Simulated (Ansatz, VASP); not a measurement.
Two plane-wave programs on GaP

```xyz
2
Lattice="0.0000 2.7252 2.7252 2.7252 0.0000 2.7252 2.7252 2.7252 0.0000" Properties=species:S:1:pos:R:3 pbc="T T T"
Ga    0.0000    0.0000    0.0000
P     4.0879    4.0879    4.0879
```

Alike in both runs: task single point; functional RPBE; k mesh 6 × 6 × 6; no spin polarisation.

```csv
,VASP,Ansatz
version,VASP 6.6.1,Ansatz 0.2.0
potentials or method,"VASP PAW PBE potentials, release 64 (Ga_d, P), cutoff 500 eV","plane waves, PAW"
occupations,"gaussian, width 0.01 eV",fixed
valence electrons in the cell,18,18
```

|  | VASP | Ansatz | Ansatz less VASP |
| --- | --- | --- | --- |
| gap on the k mesh at the Fermi level (eV) | 1.75 | 1.76 | +0.004 |

VASP's potentials were made for PBE, not for RPBE.
